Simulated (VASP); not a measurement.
Wanted: the native input for a VASP 6.6.1 run.

* Task: single point
* Functional: PBE
* Potentials or basis: VASP PAW PBE potentials, release 64 (Ga_d, Sb_d_GW)
* Cutoff: 500 eV
* k mesh: 8 × 8 × 8
* Occupations: fermi-dirac, width 0.02 eV
* Spin: no spin polarisation
* Dipole correction: no
* Further INCAR settings: ALGO = Normal; EDIFF = 1e-06; NBANDS = 21

The structure of GaSb lies in POSCAR:

```
GaSb
1.0
    0.0000000000      2.9818737211      2.9818737211
    2.9818737211      0.0000000000      2.9818737211
    2.9818737211      2.9818737211      0.0000000000
Ga Sb
1 1
Direct
    0.0000000000      0.0000000000      0.0000000000
    0.2500000000      0.2500000000      0.2500000000
```

This cell differs from its parent crystal: strain -2.7%.

One way to write it, as run:

INCAR

```
SYSTEM = GaSb
ALGO = Normal ; EDIFF = 1E-6
ENCUT = 500 ; GGA = PE
GGA_COMPAT = .False. ; ISIF = 2
ISMEAR = -1 ; LASPH = .True.
LCHARG = .True. ; LELF = .True.
LREAL = .False. ; LVHAR = .True.
LWAVE = .False. ; NBANDS = 21
NELM = 120 ; PREC = Accurate
SIGMA = 0.02
```

KPOINTS

```
k-points
0
Gamma
  8 8 8
  0 0 0
```

Potentials or basis: VASP PAW PBE potentials, release 64 (Ga_d, Sb_d_GW).

The run is started by

```sh
$ cat potpaw_PBE.64/Ga_d/POTCAR potpaw_PBE.64/Sb_d_GW/POTCAR > POTCAR
$ mpirun -np 1 vasp_std > vasp.out
```

Results of the run:

* Pressure: 7.4 GPa
* Band gap on the k mesh: 0.57 eV (least direct gap 0.59 eV)

Caveat: the cell differs from its parent crystal (strain -2.7%); the cell stands under pressure; semilocal functionals underestimate gaps, and a narrow one can read as zero; spin-orbit coupling is left out, which moves the levels of the heavy elements.

It took 37 s on 1 thread of Intel(R) Xeon(R) Platinum 8259CL CPU @ 2.50GHz (Skylake/Cascade Lake), with other jobs on the host, peak memory 0.2 GiB.
